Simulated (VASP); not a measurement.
# Li (Pm-3m) in VASP: further runs

Runs on Li. Level: r2SCAN. Tasks: single point.

All numbers are computed with VASP 6.6.1; they aren't measurements. Logs are shortened: lines on timing, memory, paths and dates and some standing lists are left out, and cuts for length are marked.

## 1. The cell of the first run

The structure is cubic, space group Pm-3m (No. 221). The conventional cell has a = 2.758 Å, b = 2.758 Å, c = 2.758 Å, α = 90.00°, β = 90.00°, γ = 90.00°. Li (site symmetry m-3m) has 6 Li at 2.76 Å within 3.6 Å.

This isn't the form of Li at room conditions, which is bcc.

## 2. Single point, r2SCAN

Input file POSCAR:

```
Li
1.0
    2.7575457573      0.0000000000      0.0000000000
    0.0000000000      2.7575457573      0.0000000000
    0.0000000000      0.0000000000      2.7575457573
Li
1
Direct
    0.0000000000      0.0000000000      0.0000000000
```

Input file INCAR.step1:

```
PREC = Accurate ; ENCUT = 830
ISMEAR = 0 ; SIGMA = 0.1
LREAL = False ; LASPH = True
NELM = 120 ; NBANDS = 8
GGA = PE ; ALGO = Normal
EDIFF = 1E-5 ; LWAVE = True
LCHARG = False ; GGA_COMPAT = False
```

Input file INCAR.step2:

```
PREC = Accurate ; ENCUT = 830
EDIFF = 1E-6 ; ISMEAR = 0
SIGMA = 0.1 ; LREAL = False
LASPH = True ; NELM = 120
ALGO = Normal ; ISIF = 2
LWAVE = False ; LCHARG = True
METAGGA = R2SCAN ; LMIXTAU = True
LELF = True ; LVHAR = True
NBANDS = 8 ; ISTART = 1
GGA_COMPAT = False
```

Input file KPOINTS:

```
Automatic mesh
0
Gamma
  6 6 6
```

Potentials or basis: VASP PAW PBE potentials, release 64 (Li_sv).

Launch:

```
> cat potpaw_PBE.64/Li_sv/POTCAR > POTCAR
> cp INCAR.step1 INCAR
> mpirun -np 1 vasp_std > vasp.out
> cp INCAR.step2 INCAR
> mpirun -np 1 vasp_std > vasp.out
```

OUTCAR:

```text
PREC = Accurate
   ENCUT = 830
   EDIFF = 1E-6
   ISMEAR = 0
   LREAL = False
   LASPH = True
   NELM = 120
   ISIF = 2
   METAGGA = R2SCAN
   ISTART = 1

 ion  position               nearest neighbor table
   1  0.000  0.000  0.000-

  LATTYP: Found a simple cubic cell.
 ALAT       =     2.7575457573

  Lattice vectors:

 A1 = (   2.7575457573,   0.0000000000,   0.0000000000)
 A2 = (   0.0000000000,   2.7575457573,   0.0000000000)
 A3 = (   0.0000000000,   0.0000000000,   2.7575457573)

Analysis of symmetry for initial positions (statically):
=====================================================================
 Subroutine PRICEL returns:
 Original cell was already a primitive cell.

 Routine SETGRP: Setting up the symmetry group for a
 simple cubic supercell.

 Subroutine GETGRP returns: Found 48 space group operations
 (whereof 48 operations were pure point group operations)
 out of a pool of 48 trial point group operations.

The static configuration has the point symmetry O_h .

Analysis of symmetry for dynamics (positions and initial velocities):
=====================================================================
 Subroutine PRICEL returns:
 Original cell was already a primitive cell.

 Routine SETGRP: Setting up the symmetry group for a
 simple cubic supercell.

 Subroutine GETGRP returns: Found 48 space group operations
 (whereof 48 operations were pure point group operations)
 out of a pool of 48 trial point group operations.

The dynamic configuration has the point symmetry O_h .

 Subroutine INISYM returns: Found 48 space group operations
 (whereof 48 operations are pure point group operations),
 and found     1 'primitive' translations

----------------------------------------------------------------------------------------

                                     Primitive cell

  volume of cell :      20.9685

  direct lattice vectors                    reciprocal lattice vectors
     2.757545757  0.000000000  0.000000000     0.362641308  0.000000000  0.000000000
     0.000000000  2.757545757  0.000000000     0.000000000  0.362641308  0.000000000
     0.000000000  0.000000000  2.757545757     0.000000000  0.000000000  0.362641308

  length of vectors
     2.757545757  2.757545757  2.757545757     0.362641308  0.362641308  0.362641308

  position of ions in fractional coordinates (direct lattice)
     0.000000000  0.000000000  0.000000000

  ion indices of the primitive-cell ions
   primitive index   ion index
                 1           1

----------------------------------------------------------------------------------------

 KPOINTS: Automatic mesh

Automatic generation of k-mesh.
 Grid dimensions read from file:
 generate k-points for:    6    6    6

 Generating k-lattice:

  Cartesian coordinates                     Fractional coordinates (reciprocal lattice)
     0.060440218  0.000000000  0.000000000     0.166666667  0.000000000  0.000000000
     0.000000000  0.060440218  0.000000000     0.000000000  0.166666667  0.000000000
     0.000000000  0.000000000  0.060440218     0.000000000  0.000000000  0.166666667

  Length of vectors
     0.060440218  0.060440218  0.060440218

  Shift w.r.t. Gamma in fractional coordinates (k-lattice)
     0.000000000  0.000000000  0.000000000

 Subroutine IBZKPT returns following result:
 ===========================================

 Found     20 irreducible k-points:

 Following reciprocal coordinates:
            Coordinates               Weight
  0.000000  0.000000  0.000000      1.000000
  0.166667  0.000000  0.000000      6.000000
  0.333333  0.000000  0.000000      6.000000
  0.500000  0.000000  0.000000      3.000000
  0.166667  0.166667  0.000000     12.000000
  0.333333  0.166667  0.000000     24.000000
[... 12 lines left out ...]
  0.500000  0.500000  0.333333      6.000000
  0.500000  0.500000  0.500000      1.000000
   k-points           NKPTS =     20   k-points in BZ     NKDIM =     20   number of bands    NBANDS=      8
   number of dos      NEDOS =    301   number of ions     NIONS =      1
   total plane-waves  NPLWV =  21952
   dimension x,y,z NGX =    28 NGY =   28 NGZ =   28
   dimension x,y,z NGXF=    56 NGYF=   56 NGZF=   56
   ions per type =               1
   NGX,Y,Z   is equivalent  to a cutoff of  16.88, 16.88, 16.88 a.u.
   NGXF,Y,Z  is equivalent  to a cutoff of  33.76, 33.76, 33.76 a.u.
 SYSTEM =  unknown system
   PREC   = accura    normal or accurate (medium, high low for compatibility)
   ISTART =      1    job   : 0-new  1-cont  2-samecut
   ICHARG =      0    charge: 1-file 2-atom 10-const
   ISPIN  =      1    spin polarized calculation?
   LNONCOLLINEAR =      F non collinear calculations
   LSORBIT =      F    spin-orbit coupling
   LASPH  =      T    aspherical Exc in radial PAW
   ENCUT  =  830.0 eV  61.00 Ry    7.81 a.u.   6.48  6.48  6.48*2*pi/ulx,y,z
   NELM   =    120;   NELMIN=  2; NELMDL=  0     # of ELM steps
   EDIFF  = 0.1E-05   stopping-criterion for ELM
   LREAL  =      F    real-space projection
   EDIFFG = 0.1E-04   stopping-criterion for IOM
   NSW    =      0    number of steps for IOM
   IBRION =     -1    ionic relax: 0-MD 1-quasi-New 2-CG
   NFREE  =      0    steps in history (QN), initial steepest desc. (CG)
   ISIF   =      2    stress and relaxation
   ISYM   =      2    0-nonsym 1-usesym 2-fastsym
   POTIM  = 0.5000    time-step for ionic-motion
   TEBEG  =    0.0;   TEEND  =   0.0 temperature during run
   PSTRESS=    0.0 pullay stress
   NELECT =       3.0000    total number of electrons
   NUPDOWN=      -1.0000    fix difference up-down
   EMIN   =  10.00;   EMAX   =-10.00  energy-range for DOS
   EFERMI =   0.00;   METHOD = LEGACY
   ISMEAR =     0;   SIGMA  =   0.10  broadening in eV -4-tet -1-fermi 0-gaus
   EFERMI_NEDOS =   21; number of points for ismear=-14 and -15
   IALGO  =     38    algorithm
   IMIX   =      4    mixing-type and parameters
     AMIX     =   0.40;   BMIX     =  1.00
     AMIX_MAG =   1.60;   BMIX_MAG =  1.00
  volume/ion in A,a.u.               =      20.97       141.50
  Fermi-wavevector in a.u.,A,eV,Ry     =   0.856234  1.618048  9.974932  0.733137
  Thomas-Fermi vector in A             =   1.973105
   LORBIT       =      0    0 simple, 1 ext, 2 COOP (PROOUT), +10 PAW based schemes
   METAGGA = R2SCAN    functional components
   LHFCALC =     F    Hartree Fock is set to
   AEXX    =    0.0000 exact exchange contribution
   IVDW    =     0    specifies the selected vdW correction
   LEPSILON=     F    determine dielectric tensor
   LRPA    =     F    only Hartree local field effects (RPA)
 non-spin polarized calculation
 Gauss-broadening in eV      SIGMA  =   0.10
  energy-cutoff  :      830.00
  volume of cell :       20.97
 maximum number of plane-waves:      1155
 NGX is ok and might be reduce to    28
   NGX = 13   NGY = 13   NGZ = 13

 number of electron       3.0000004 magnetization

 Free energy of the ion-electron system (eV)
  ---------------------------------------------------
  ext. energy  EPLUGINS =         0.00000000
  ---------------------------------------------------
  free energy    TOTEN  =        -2.25933789 eV

  energy without entropy =       -2.25932069  energy(sigma->0) =       -2.25932929

 E-fermi :   0.6390     XC(G=0):  -7.3524

 val. band max:        0.3941832195   @ k =   0.3333   0.3333   0.0000
 cond. band min:       0.8989628939   @ k =   0.3333   0.3333   0.1667
 fundamental gap:      0.5047796744
 Fermi energy:         0.6389508045

 k-point     1 :       0.0000    0.0000    0.0000
  band No.  band energies     occupation
      1     -47.9258      2.00000
      2      -3.2111      2.00000
      3      13.4658      0.00000
      4      13.4658      0.00000
      5      13.4658      0.00000
      6      15.4069      0.00000
      7      15.4069      0.00000
      8      22.4128      0.00000

 k-point     2 :       0.1667    0.0000    0.0000
  band No.  band energies     occupation
      1     -47.9209      2.00000
      2      -2.7696      2.00000
      3       9.0749      0.00000
      4      13.9896      0.00000
      5      13.9896      0.00000
      6      15.9818      0.00000
      7      19.9047      0.00000
      8      22.7625      0.00000

 k-point     3 :       0.3333    0.0000    0.0000
  band No.  band energies     occupation
      1     -47.9110      2.00000
      2      -1.5029      2.00000
      3       4.9147      0.00000
      4      15.4534      0.00000
      5      15.4534      0.00000
      6      17.6694      0.00000
      7      20.3252      0.00000
      8      23.7536      0.00000

 k-point     4 :       0.5000    0.0000    0.0000
  band No.  band energies     occupation
      1     -47.9061      2.00000
      2      -0.2267      2.00000
      3       2.6699      0.00000
      4      16.7788      0.00000
      5      16.7788      0.00000
      6      19.6297      0.00000
      7      19.9596      0.00000
      8      21.2988      0.00000

 k-point     5 :       0.1667    0.1667    0.0000
  band No.  band energies     occupation
      1     -47.9160      2.00000
      2      -2.3175      2.00000
      3       8.5697      0.00000
      4      10.9128      0.00000
      5      14.5107      0.00000
      6      18.6641      0.00000
      7      21.4238      0.00000
      8      22.4988      0.00000
[... 133 lines left out ...]
 k-point    18 :       0.5000    0.3333    0.3333
  band No.  band energies     occupation
      1     -47.8791      2.00000
      2       4.2451      0.00000
      3       5.1443      0.00000
      4       8.9323      0.00000
      5      11.3714      0.00000
      6      12.2068      0.00000
      7      15.3166      0.00000
      8      19.1839      0.00000

 k-point    19 :       0.5000    0.5000    0.3333
  band No.  band energies     occupation
      1     -47.8747      2.00000
      2       6.1118      0.00000
      3       6.1118      0.00000
      4       8.1613      0.00000
      5       8.7174      0.00000
      6      13.8685      0.00000
      7      13.8685      0.00000
      8      15.9638      0.00000

 k-point    20 :       0.5000    0.5000    0.5000
  band No.  band energies     occupation
      1     -47.8704      2.00000
      2       7.7901      0.00000
      3       7.7901      0.00000
      4       7.7901      0.00000
      5      11.0253      0.00000
      6      11.0253      0.00000
      7      11.0253      0.00000
      8      12.4743      0.00000

------------------------ aborting loop because EDIFF is reached ----------------------------------------

  FORCE on cell =-STRESS in cart. coord.  units (eV):
  Direction    XX          YY          ZZ          XY          YZ          ZX
  --------------------------------------------------------------------------------------
  -------------------------------------------------------------------------------------
  Total        0.0021172      0.0021172      0.0021172     -0.0000000      0.0000000     -0.0000000
  in kB        0.1617757      0.1617757      0.1617757     -0.0000000      0.0000000     -0.0000000
  external PRESSURE =       0.1617757 kB  Pullay stress =       0.0000000 kB

 VOLUME and BASIS-vectors are now :
 -----------------------------------------------------------------------------
  energy-cutoff  :      830.00
  volume of cell :       20.97
      direct lattice vectors                 reciprocal lattice vectors
     2.757545757  0.000000000  0.000000000     0.362641308  0.000000000  0.000000000
     0.000000000  2.757545757  0.000000000     0.000000000  0.362641308  0.000000000
     0.000000000  0.000000000  2.757545757     0.000000000  0.000000000  0.362641308

 POSITION                                       TOTAL-FORCE (eV/Angst)
 -----------------------------------------------------------------------------------
      0.00000      0.00000      0.00000         0.000000      0.000000      0.000000
 -----------------------------------------------------------------------------------
    total drift:                               -0.000000     -0.000000     -0.000000

  FREE ENERGIE OF THE ION-ELECTRON SYSTEM (eV)
  ---------------------------------------------------
  free  energy   TOTEN  =        -2.2593378870 eV

  energy  without entropy=       -2.2593206931  energy(sigma->0) =       -2.25932929
```

Run time: 56 s. Hardware: 1 thread of Intel Xeon 8259CL, shared host; peak memory 0.15 GiB.

Results:

```yaml
Free_energy: -2.2593 eV
Pressure: 0.0 GPa
Band_gap_on_the_k_mesh: zero (an odd number of electrons rules out a gap without spin polarisation)
```

Caveat: the k points lie up to 0.38 Å⁻¹ apart, too coarse for converged energies and pressures of a metal; the PAW data sets were made with another functional, which shifts forces and pressure a little.

## 3. Single point, r2SCAN

This run uses another cell than the first one, of 20.65 Å³/atom.

Input file POSCAR:

```
Li
1.0
    2.7436885096      0.0000000000      0.0000000000
    0.0000000000      2.7436885096      0.0000000000
    0.0000000000      0.0000000000      2.7436885096
Li
1
Direct
    0.0000000000      0.0000000000      0.0000000000
```

Input file INCAR.step1:

```
  PREC = Accurate
  ENCUT = 830
  ISMEAR = 0
  SIGMA = 0.1
  LREAL = F
  LASPH = T
  NELM = 120
  NBANDS = 8
  GGA = PE
  ALGO = Normal
  EDIFF = 1E-5
  LWAVE = T
  LCHARG = F
  GGA_COMPAT = F
```

Input file INCAR.step2:

```
  PREC = Accurate
  ENCUT = 830
  EDIFF = 1E-6
  ISMEAR = 0
  SIGMA = 0.1
  LREAL = F
  LASPH = T
  NELM = 120
  ALGO = Normal
  ISIF = 2
  LWAVE = F
  LCHARG = F
  METAGGA = R2SCAN
  LMIXTAU = T
  NBANDS = 8
  ISTART = 1
  GGA_COMPAT = F
```

KPOINTS is that of step 2.

Potentials or basis: VASP PAW PBE potentials, release 64 (Li_sv).

Launch:

```
> cat potpaw_PBE.64/Li_sv/POTCAR > POTCAR
> cp INCAR.step1 INCAR
> mpirun -np 1 vasp_std > vasp.out
> cp INCAR.step2 INCAR
> mpirun -np 1 vasp_std > vasp.out
```

Wall time 39 s (1 thread of Intel Xeon 8259CL, shared host); peak memory 0.15 GiB.

It converged, with:

```yaml
Free_energy: -2.2591 eV
Pressure: 0.0 GPa
Band_gap_on_the_k_mesh: zero (an odd number of electrons rules out a gap without spin polarisation)
```

Levels at points of the mesh, in eV from the Fermi level:
```
           k point  band 1  band 2  band 3  band 4
(0.00, 0.00, 0.00)  -48.54   -3.87   12.95   12.95
(0.50, 0.00, 0.00)  -48.52   -0.88    2.07   16.31
(0.50, 0.50, 0.00)  -48.50    3.34    3.34    5.79
(0.50, 0.50, 0.50)  -48.49    7.22    7.22    7.22
```

Caveat: the k points lie up to 0.38 Å⁻¹ apart, too coarse for converged energies and pressures of a metal; the PAW data sets were made with another functional, which shifts forces and pressure a little.

## 4. Single point, r2SCAN

Input file POSCAR:

```
Li
1.0
    2.7575457573      0.0000000000      0.0000000000
    0.0000000000      2.7575457573      0.0000000000
    0.0000000000      0.0000000000      2.7575457573
Li
1
Direct
    0.0000000000      0.0000000000      0.0000000000
```

Input file INCAR.step1:

```
SYSTEM = Li
PREC = Accurate
ENCUT = 830
ISMEAR = 0
SIGMA = 0.1
LREAL = .FALSE.
LASPH = .TRUE.
NELM = 120
NBANDS = 8
GGA = PE
ALGO = Normal
EDIFF = 1E-5
LWAVE = .TRUE.
LCHARG = .FALSE.
GGA_COMPAT = .FALSE.
```

Input file INCAR.step2:

```
SYSTEM = Li
PREC = Accurate
ENCUT = 830
EDIFF = 1E-6
ISMEAR = 0
SIGMA = 0.1
LREAL = .FALSE.
LASPH = .TRUE.
NELM = 120
ALGO = Normal
ISIF = 2
LWAVE = .FALSE.
LCHARG = .FALSE.
METAGGA = R2SCAN
LMIXTAU = .TRUE.
NBANDS = 8
ISTART = 1
GGA_COMPAT = .FALSE.
```

Input file KPOINTS:

```
Automatic mesh
0
G
  6 6 6
  0 0 0
```

Launch:

```
> cat potpaw_PBE.64/Li_sv/POTCAR > POTCAR
> cp INCAR.step1 INCAR
> mpirun -np 1 vasp_std > vasp.out
> cp INCAR.step2 INCAR
> mpirun -np 1 vasp_std > vasp.out
```

It took 46 s on 1 thread of Intel Xeon 8259CL, shared host; peak memory 0.15 GiB.

The run converged. Its results:

```yaml
Free_energy: -2.2593 eV
Pressure: 0.0 GPa
Band_gap_on_the_k_mesh: zero (an odd number of electrons rules out a gap without spin polarisation)
```

Levels at points of the mesh, in eV from the Fermi level:
| k point | band 1 | band 2 | band 3 | band 4 |
| --- | --- | --- | --- | --- |
| (0.00, 0.00, 0.00) | -48.56 | -3.85 | 12.83 | 12.83 |
| (0.50, 0.00, 0.00) | -48.55 | -0.87 | 2.03 | 16.14 |
| (0.50, 0.50, 0.00) | -48.53 | 3.31 | 3.31 | 5.75 |
| (0.50, 0.50, 0.50) | -48.51 | 7.15 | 7.15 | 7.15 |

Caveat: the k points lie up to 0.38 Å⁻¹ apart, too coarse for converged energies and pressures of a metal; the PAW data sets were made with another functional, which shifts forces and pressure a little.

## 5. Single point, r2SCAN

This run uses another cell than the first one, of 21.28 Å³/atom.

Input file POSCAR:

```
Li
1.0
    2.7712651163      0.0000000000      0.0000000000
    0.0000000000      2.7712651163      0.0000000000
    0.0000000000      0.0000000000      2.7712651163
Li
1
Direct
    0.0000000000      0.0000000000      0.0000000000
```

Input file INCAR.step1:

```
PREC = Accurate ; ENCUT = 830
ISMEAR = 0 ; SIGMA = 0.1
LREAL = False ; LASPH = True
NELM = 120 ; NBANDS = 8
GGA = PE ; ALGO = Normal
EDIFF = 1E-5 ; LWAVE = True
LCHARG = False ; GGA_COMPAT = False
```

Input file INCAR.step2:

```
PREC = Accurate ; ENCUT = 830
EDIFF = 1E-6 ; ISMEAR = 0
SIGMA = 0.1 ; LREAL = False
LASPH = True ; NELM = 120
ALGO = Normal ; ISIF = 2
LWAVE = False ; LCHARG = False
METAGGA = R2SCAN ; LMIXTAU = True
NBANDS = 8 ; ISTART = 1
GGA_COMPAT = False
```

Input file KPOINTS:

```
regular mesh
0
Gamma
  6 6 6
```

Launch:

```
> cat potpaw_PBE.64/Li_sv/POTCAR > POTCAR
> cp INCAR.step1 INCAR
> mpirun -np 1 vasp_std > vasp.out
> cp INCAR.step2 INCAR
> mpirun -np 1 vasp_std > vasp.out
```

Run time: 42 s. Hardware: 1 thread of Intel Xeon 8259CL, shared host; peak memory 0.15 GiB.

Results (log left out):

```
Free energy            : -2.2595 eV
Pressure               : -0.1 GPa
Band gap on the k mesh : zero (an odd number of electrons rules out a gap without spin polarisation)
```

Levels at points of the mesh, in eV from the Fermi level:
```
           k point  band 1  band 2  band 3  band 4  band 5  band 6
(0.00, 0.00, 0.00)  -48.59   -3.82   12.70   12.70   12.70   14.63
(0.50, 0.00, 0.00)  -48.57   -0.85    1.99   15.98   15.98   18.81
(0.50, 0.50, 0.00)  -48.55    3.28    3.28    5.71    8.70   18.77
(0.50, 0.50, 0.50)  -48.54    7.08    7.08    7.08   10.30   10.30
```

Caveat: the k points lie up to 0.38 Å⁻¹ apart, too coarse for converged energies and pressures of a metal; the PAW data sets were made with another functional, which shifts forces and pressure a little.

## 6. The runs side by side

```csv
cell,gap on the mesh (eV),pressure (GPa)
"a = 2.758 Å, 1 atom",none,0.0
"a = 2.744 Å, 1 atom",none,0.0
"a = 2.771 Å, 1 atom",none,-0.1
```

Alike in all rows: task single point; level r2SCAN; potentials or basis VASP PAW PBE potentials, release 64 (Li_sv); no spin polarisation; k mesh 6 × 6 × 6; cutoff (eV) 830; smearing gaussian 0.1 eV.

Caveats: all runs use coarse meshes; the PAW data sets were made with another functional, which shifts forces and pressure a little.

Absolute energies hang on the potentials; compare differences alone.

The gap in the log of VASP goes by the Fermi energy; the results here count the filled bands.